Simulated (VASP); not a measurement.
Set up this calculation in VASP 6.6.1, as the native input.

* Task: density of states
* Functional: PBE
* Potentials or basis: VASP PAW PBE potentials, release 64 (As)
* Cutoff: 520 eV
* k mesh: 6 × 6 × 7
* Occupations: fermi-dirac, width 0.1 eV
* Spin: no spin polarisation
* Dipole correction: no
* k mesh for the DOS: 9 × 9 × 11
* Occupations for the DOS: tetrahedron
* Further INCAR settings: ALGO = Normal; EDIFF = 1e-06; NBANDS = 12

Crystal: As.

```
CELL_PARAMETERS angstrom
6.39662 0.00000 0.00000
0.00000 6.39662 0.00000
0.00000 0.00000 4.63434
ATOMIC_POSITIONS crystal
As 0.75000 0.25000 0.00000
As 0.25000 0.75000 0.00000
```

These files were run (other wordings do the same):

POSCAR

```
As
1.0
    6.3966230000      0.0000000000      0.0000000000
    0.0000000000      6.3966230000      0.0000000000
    0.0000000000      0.0000000000      4.6343440000
As
2
Direct
    0.7500000000      0.2500000000      0.0000000000
    0.2500000000      0.7500000000      0.0000000000
```

INCAR.step1

```
PREC = Accurate
ENCUT = 520
EDIFF = 1E-6
ISMEAR = -1
SIGMA = 0.1
LREAL = F
LASPH = T
NELM = 80
ALGO = Normal
ISIF = 2
LWAVE = F
LCHARG = T
GGA = PE
NBANDS = 12
```

KPOINTS.step1

```
regular mesh
0
Gamma
  6 6 7
```

INCAR.step2

```
PREC = Accurate
ENCUT = 520
EDIFF = 1E-6
ISMEAR = -5
SIGMA = 0.1
LREAL = F
LASPH = T
NELM = 80
ALGO = Normal
ISIF = 2
LWAVE = F
LCHARG = F
GGA = PE
LORBIT = 11
NBANDS = 12
NEDOS = 1001
ICHARG = 11
```

KPOINTS.step2

```
regular mesh
0
Gamma
  9 9 11
```

Potentials or basis: VASP PAW PBE potentials, release 64 (As).

Command:

```console
$ cat potpaw_PBE.64/As/POTCAR > POTCAR
$ cp INCAR.step1 INCAR
$ cp KPOINTS.step1 KPOINTS
$ mpirun -np 1 vasp_std > vasp.out
$ cp INCAR.step2 INCAR
$ cp KPOINTS.step2 KPOINTS
$ mpirun -np 1 vasp_std > vasp.out
```

Results of the run:

- Valence electrons inside the program's atomic spheres: As 2.48

It took 2.2 min on 1 thread of Intel Xeon 6975P-C, with other jobs on the host, peak memory 0.36 GiB.
